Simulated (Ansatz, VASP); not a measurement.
**One calculation of BAs, two programs**

Contents of INCAR:

```
SYSTEM = BAs
  PREC = Accurate
  ENCUT = 520
  EDIFF = 1E-6
  ISMEAR = 0
  SIGMA = 0.014
  LREAL = .False.
  LASPH = .True.
  NELM = 80
  ALGO = Normal
  ISIF = 2
  LWAVE = .False.
  LCHARG = .False.
  GGA = PE
  NBANDS = 11
```

File KPOINTS:

```
regular mesh
0
Gamma
  10 10 10
  0 0 0
```

File POSCAR:

```
BAs
1.0
    0.0000000000      2.3885000000      2.3885000000
    2.3885000000      0.0000000000      2.3885000000
    2.3885000000      2.3885000000      0.0000000000
As B
1 1
Direct
    0.7500000000      0.7500000000      0.7500000000
    0.0000000000      0.0000000000      0.0000000000
```

The input input.yaml:

```yaml
crystal:
  lattice:
    - [0.0, 2.3885, 2.3885]
    - [2.3885, 0.0, 2.3885]
    - [2.3885, 2.3885, 0.0]
  atoms:
    - { symbol: As, position: [0.75, 0.75, 0.75] }
    - { symbol: B, position: [0.0, 0.0, 0.0] }
hamiltonian:
  xc: pbe
  pseudopotentials: { kind: paw }
kpoints:
  mp_grid: { grid: [10, 10, 10] }
scf:
  occupations: { method: gaussian, width: 0.014 }
output:
  forces: true
  stress: true
  eigenvalues: true
  write_density: true
  write_potential: true
  elf: true
  volumetric_format: npy
```

Alike in both runs: task single point; functional PBE; k mesh 10 × 10 × 10; occupations gaussian, width 0.014 eV; no spin polarisation.

```csv
,VASP,Ansatz
version,VASP 6.6.1,Ansatz 0.2.0
potentials or method,"VASP PAW PBE potentials, release 64 (As, B)",Ansatz PAW
plane-wave cutoff (eV),520,420
valence electrons in the cell,8,18
```

|  | VASP | Ansatz | Ansatz less VASP |
| --- | --- | --- | --- |
| gap on the k mesh at the Fermi level (eV) | 1.18 | 1.18 | +0.009 |
| least direct gap on the mesh (eV) | 3.28 | 3.28 | +0.004 |
| pressure (GPa) | 3.4 | 2.8 | -0.66 |

VASP's potentials hold 8 valence electrons a cell and Ansatz's 18, so a difference there can come from the potentials and not from the codes.
